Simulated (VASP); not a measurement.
# InW4 (Pm-3m) in VASP: further runs, part 2 of 2

VASP 6.6.1. The steps go on from the part before.

## 4. Single point, PBE

This run uses another cell than the first one, of 22.11 Å³/atom, 0.977 times its volume.

Input file INCAR:

```
SYSTEM = InW4
  PREC = Accurate
  ENCUT = 500
  EDIFF = 1E-6
  ISMEAR = -5
  SIGMA = 0.1
  LREAL = .False.
  LASPH = .True.
  NELM = 120
  ALGO = Normal
  ISIF = 2
  LWAVE = .False.
  LCHARG = .False.
  GGA = PE
  NBANDS = 42
  GGA_COMPAT = .False.
```

Input file KPOINTS:

```
regular mesh
0
Gamma
  8 8 8
  0 0 0
```

Input file POSCAR:

```
InW4
1.0
    4.7996773455      0.0000000000      0.0000000000
    0.0000000000      4.7996773455      0.0000000000
    0.0000000000      0.0000000000      4.7996773455
In W
1 4
Direct
    0.0000000000      0.0000000000      0.0000000000
    0.0000000000      0.5000000000      0.5000000000
    0.5000000000      0.0000000000      0.5000000000
    0.5000000000      0.5000000000      0.0000000000
    0.5000000000      0.5000000000      0.5000000000
```

Potentials or basis: VASP PAW PBE potentials, release 64 (In_d, W_sv).

Run with:

```bash
$ cat potpaw_PBE.64/In_d/POTCAR potpaw_PBE.64/W_sv/POTCAR > POTCAR
$ mpirun -np 1 vasp_std > vasp.out
```

OUTCAR:

```text
SYSTEM = InW4
   PREC = Accurate
   ENCUT = 500
   EDIFF = 1E-6
   ISMEAR = -5
   LREAL = .False.
   LASPH = .True.
   NELM = 120
   ISIF = 2
   GGA = PE

 ion  position               nearest neighbor table
   1  0.000  0.000  0.000-   2 3.39   3 3.39   4 3.39   2 3.39   3 3.39   2 3.39   4 3.39   2 3.39
                             3 3.39   4 3.39   3 3.39   4 3.39
   2  0.000  0.500  0.500-   5 2.40   5 2.40   4 3.39   1 3.39   1 3.39   4 3.39   1 3.39   3 3.39
                             1 3.39   3 3.39   4 3.39   3 3.39   4 3.39   3 3.39
   3  0.500  0.000  0.500-   5 2.40   5 2.40   4 3.39   1 3.39   1 3.39   4 3.39   2 3.39   4 3.39
                             2 3.39   4 3.39   1 3.39   2 3.39   1 3.39   2 3.39
   4  0.500  0.500  0.000-   5 2.40   5 2.40   3 3.39   1 3.39   2 3.39   3 3.39   2 3.39   1 3.39
                             3 3.39   3 3.39   1 3.39   2 3.39   2 3.39   1 3.39
   5  0.500  0.500  0.500-   2 2.40   3 2.40   4 2.40   4 2.40   3 2.40   2 2.40

  LATTYP: Found a simple cubic cell.
 ALAT       =     4.7996773455

  Lattice vectors:

 A1 = (   4.7996773455,   0.0000000000,   0.0000000000)
 A2 = (   0.0000000000,   4.7996773455,   0.0000000000)
 A3 = (   0.0000000000,   0.0000000000,   4.7996773455)

Analysis of symmetry for initial positions (statically):
=====================================================================
 Subroutine PRICEL returns:
 Original cell was already a primitive cell.

 Routine SETGRP: Setting up the symmetry group for a
 simple cubic supercell.

 Subroutine GETGRP returns: Found 48 space group operations
 (whereof 48 operations were pure point group operations)
 out of a pool of 48 trial point group operations.

The static configuration has the point symmetry O_h .

Analysis of symmetry for dynamics (positions and initial velocities):
=====================================================================
 Subroutine PRICEL returns:
 Original cell was already a primitive cell.

 Routine SETGRP: Setting up the symmetry group for a
 simple cubic supercell.

 Subroutine GETGRP returns: Found 48 space group operations
 (whereof 48 operations were pure point group operations)
 out of a pool of 48 trial point group operations.

The dynamic configuration has the point symmetry O_h .

 Subroutine INISYM returns: Found 48 space group operations
 (whereof 48 operations are pure point group operations),
 and found     1 'primitive' translations

----------------------------------------------------------------------------------------

                                     Primitive cell

  volume of cell :     110.5697

  direct lattice vectors                    reciprocal lattice vectors
     4.799677346  0.000000000  0.000000000     0.208347338  0.000000000  0.000000000
     0.000000000  4.799677346  0.000000000     0.000000000  0.208347338  0.000000000
     0.000000000  0.000000000  4.799677346     0.000000000  0.000000000  0.208347338

  length of vectors
     4.799677346  4.799677346  4.799677346     0.208347338  0.208347338  0.208347338

  position of ions in fractional coordinates (direct lattice)
     0.000000000  0.000000000  0.000000000
     0.000000000  0.500000000  0.500000000
     0.500000000  0.000000000  0.500000000
     0.500000000  0.500000000  0.000000000
     0.500000000  0.500000000  0.500000000

  ion indices of the primitive-cell ions
   primitive index   ion index
[... 31 lines left out ...]

 Found     35 irreducible k-points:

 Following reciprocal coordinates:
            Coordinates               Weight
  0.000000  0.000000  0.000000      1.000000
  0.125000  0.000000  0.000000      6.000000
  0.250000  0.000000  0.000000      6.000000
  0.375000  0.000000  0.000000      6.000000
  0.500000  0.000000  0.000000      3.000000
  0.125000  0.125000  0.000000     12.000000
[... 16 lines left out ...]
  0.375000  0.375000  0.125000     24.000000
  0.500000  0.375000  0.125000     24.000000
 [... further k-points ...]
   k-points           NKPTS =     35   k-points in BZ     NKDIM =     35   number of bands    NBANDS=     42
   number of dos      NEDOS =    301   number of ions     NIONS =      5
   total plane-waves  NPLWV =  46656
   dimension x,y,z NGX =    36 NGY =   36 NGZ =   36
   dimension x,y,z NGXF=    72 NGYF=   72 NGZF=   72
   ions per type =               1   4
   NGX,Y,Z   is equivalent  to a cutoff of  12.47, 12.47, 12.47 a.u.
   NGXF,Y,Z  is equivalent  to a cutoff of  24.94, 24.94, 24.94 a.u.
 SYSTEM =  InW4
   PREC   = accura    normal or accurate (medium, high low for compatibility)
   ISTART =      0    job   : 0-new  1-cont  2-samecut
   ICHARG =      2    charge: 1-file 2-atom 10-const
   ISPIN  =      1    spin polarized calculation?
   LNONCOLLINEAR =      F non collinear calculations
   LSORBIT =      F    spin-orbit coupling
   LASPH  =      T    aspherical Exc in radial PAW
   ENCUT  =  500.0 eV  36.75 Ry    6.06 a.u.   8.75  8.75  8.75*2*pi/ulx,y,z
   NELM   =    120;   NELMIN=  2; NELMDL= -5     # of ELM steps
   EDIFF  = 0.1E-05   stopping-criterion for ELM
   LREAL  =      F    real-space projection
   EDIFFG = 0.1E-04   stopping-criterion for IOM
   NSW    =      0    number of steps for IOM
   IBRION =     -1    ionic relax: 0-MD 1-quasi-New 2-CG
   NFREE  =      0    steps in history (QN), initial steepest desc. (CG)
   ISIF   =      2    stress and relaxation
   ISYM   =      2    0-nonsym 1-usesym 2-fastsym
   POTIM  = 0.5000    time-step for ionic-motion
   TEBEG  =    0.0;   TEEND  =   0.0 temperature during run
   PSTRESS=    0.0 pullay stress
   NELECT =      69.0000    total number of electrons
   NUPDOWN=      -1.0000    fix difference up-down
   EMIN   =  10.00;   EMAX   =-10.00  energy-range for DOS
   EFERMI =   0.00;   METHOD = LEGACY
   ISMEAR =    -5;   SIGMA  =   0.10  broadening in eV -4-tet -1-fermi 0-gaus
   EFERMI_NEDOS =   21; number of points for ismear=-14 and -15
   IALGO  =     38    algorithm
   IMIX   =      4    mixing-type and parameters
     AMIX     =   0.40;   BMIX     =  1.00
     AMIX_MAG =   1.60;   BMIX_MAG =  1.00
  volume/ion in A,a.u.               =      22.11       149.23
  Fermi-wavevector in a.u.,A,eV,Ry     =   1.398983  2.643695 26.628695  1.957154
  Thomas-Fermi vector in A             =   2.522087
   LORBIT       =      0    0 simple, 1 ext, 2 COOP (PROOUT), +10 PAW based schemes
   GGA     = PE    functional components
   LHFCALC =     F    Hartree Fock is set to
   AEXX    =    0.0000 exact exchange contribution
   IVDW    =     0    specifies the selected vdW correction
   LEPSILON=     F    determine dielectric tensor
   LRPA    =     F    only Hartree local field effects (RPA)
 non-spin polarized calculation
 Fermi weights with tetrahedron method with Bloechl corrections
  energy-cutoff  :      500.00
  volume of cell :      110.57
 maximum number of plane-waves:      2841
 NGX is ok and might be reduce to    36
   NGX = 17   NGY = 17   NGZ = 17

 number of electron      68.9999988 magnetization

 Free energy of the ion-electron system (eV)
  ---------------------------------------------------
  ext. energy  EPLUGINS =         0.00000000
  ---------------------------------------------------
  free energy    TOTEN  =       -44.02746025 eV

  energy without entropy =      -44.02746025  energy(sigma->0) =      -44.02746025

 E-fermi :   7.5319     XC(G=0): -11.4466

 val. band max:        7.6199183341   @ k =   0.2500   0.2500   0.2500
 cond. band min:       7.3608688638   @ k =   0.3750   0.0000   0.0000
 fundamental gap:     -0.2590494703
 Fermi energy:         7.5318748997

 k-point     1 :       0.0000    0.0000    0.0000
  band No.  band energies     occupation
      1     -66.8593      2.00000
      2     -66.8017      2.00000
      3     -66.8017      2.00000
      4     -65.6872      2.00000
      5     -31.9913      2.00000
      6     -31.9913      2.00000
[... 1069 lines left out ...]
     41       8.9855      0.00000
     42       9.9839      0.00000

 [... further k-points ...]
[... 5 lines left out ...]
  --------------------------------------------------------------------------------------
  -------------------------------------------------------------------------------------
  Total        0.5850150      0.5850150      0.5850150      0.0000000     -0.0000000     -0.0000000
  in kB        8.4769855      8.4769855      8.4769855      0.0000000     -0.0000000     -0.0000000
  external PRESSURE =       8.4769855 kB  Pullay stress =       0.0000000 kB

 VOLUME and BASIS-vectors are now :
 -----------------------------------------------------------------------------
  energy-cutoff  :      500.00
  volume of cell :      110.57
      direct lattice vectors                 reciprocal lattice vectors
     4.799677346  0.000000000  0.000000000     0.208347338  0.000000000  0.000000000
     0.000000000  4.799677346  0.000000000     0.000000000  0.208347338  0.000000000
     0.000000000  0.000000000  4.799677346     0.000000000  0.000000000  0.208347338

 POSITION                                       TOTAL-FORCE (eV/Angst)
 -----------------------------------------------------------------------------------
      0.00000      0.00000      0.00000         0.000000      0.000000      0.000000
      0.00000      2.39984      2.39984         0.000000      0.000000      0.000000
      2.39984      0.00000      2.39984         0.000000      0.000000      0.000000
      2.39984      2.39984      0.00000         0.000000      0.000000      0.000000
      2.39984      2.39984      2.39984         0.000000      0.000000      0.000000
 -----------------------------------------------------------------------------------
    total drift:                                0.000000      0.000000      0.000000

  FREE ENERGIE OF THE ION-ELECTRON SYSTEM (eV)
  ---------------------------------------------------
  free  energy   TOTEN  =       -44.0274602506 eV

  energy  without entropy=      -44.0274602506  energy(sigma->0) =      -44.02746025
```

Run time: 5.1 min. Hardware: 1 thread of AMD EPYC 7R43 (Zen 3), shared host; peak memory 0.23 GiB.

What came out:

| Item | Value |
| --- | --- |
| Free energy | -44.0275 eV |
| Pressure | 0.8 GPa |

Levels at points of the mesh, in eV from the Fermi level:
```
           k point  band 32  band 33  band 34  band 35  band 36  band 37  band 38  band 39
(0.00, 0.00, 0.00)    -0.16    -0.16     0.16     0.16     0.16     1.96     1.98     2.03
(0.50, 0.00, 0.00)    -1.14    -0.54    -0.54    -0.32    -0.23     0.18     1.20     1.45
(0.50, 0.50, 0.00)    -1.50    -0.75    -0.65     0.00     0.00     0.17     0.79     0.81
(0.50, 0.50, 0.50)    -1.09     0.07     0.07     0.07     0.18     0.18     0.76     0.76
```

Caveat: spin-orbit coupling is left out, which moves the levels of the heavy elements; tetrahedron occupations give inexact forces and stress in metals.

## 5. The runs side by side

| task | cell | k mesh | cutoff (eV) | smearing | gap on the mesh (eV) | pressure (GPa) | relaxed volume (Å³/atom) |
| --- | --- | --- | --- | --- | --- | --- | --- |
| relaxation of cell and atoms | relaxed from a = 4.837 Å, 5 atoms | 4 × 4 × 4 | 600 | gaussian 0.1 eV | none | 0.0 | 22.39 |
| relaxation of cell and atoms | relaxed from a = 4.811 Å, 5 atoms | 8 × 8 × 8 | 600 | gaussian 0.1 eV | none | 0.0 | 22.24 |
| single point | a = 4.800 Å, 5 atoms | 8 × 8 × 8 | 500 | tetrahedron | none | 0.8 | - |

Alike in all rows: level PBE; potentials or basis VASP PAW PBE potentials, release 64 (In_d, W_sv); no spin polarisation.

Caveats: spin-orbit coupling is left out, which moves the levels of the heavy elements; tetrahedron occupations give inexact forces and stress in metals (some runs).

Absolute energies hang on the potentials; compare differences alone.
